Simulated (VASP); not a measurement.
GaF:

```
CELL_PARAMETERS angstrom
3.16592 0.00000 0.00000
0.00000 3.16592 0.00000
0.00000 0.00000 3.16592
ATOMIC_POSITIONS crystal
Ga 0.00000 0.00000 0.00000
F 0.50000 0.50000 0.50000
```

Program: VASP 6.6.1. Alike in all runs: potentials or basis VASP PAW PBE potentials, release 64 (Ga_d, F); no spin polarisation; cell as given; cutoff (eV) 520; smearing fermi-dirac 0.05 eV.

Q: Order these runs on this cell by their band gap on the k mesh, lowest first.
A. level r2SCAN0; k mesh 5 × 5 × 5; grid for exact exchange (PRECFOCK) Normal
B. level PBE; k mesh 8 × 8 × 8
C. level r2SCANh; k mesh 4 × 4 × 4; grid for exact exchange (PRECFOCK) Normal
D. level HSE06; k mesh 5 × 5 × 5; grid for exact exchange (PRECFOCK) Normal; screening parameter 0.2079 1/Å
E. level r2SCAN; k mesh 5 × 5 × 5

A: B (0.34 eV), C (0.99 eV), E (2.54 eV), D (2.86 eV), A (3.77 eV).

Caveats: some runs use coarse meshes.

A k mesh can miss the band edges, odd and even meshes differently.
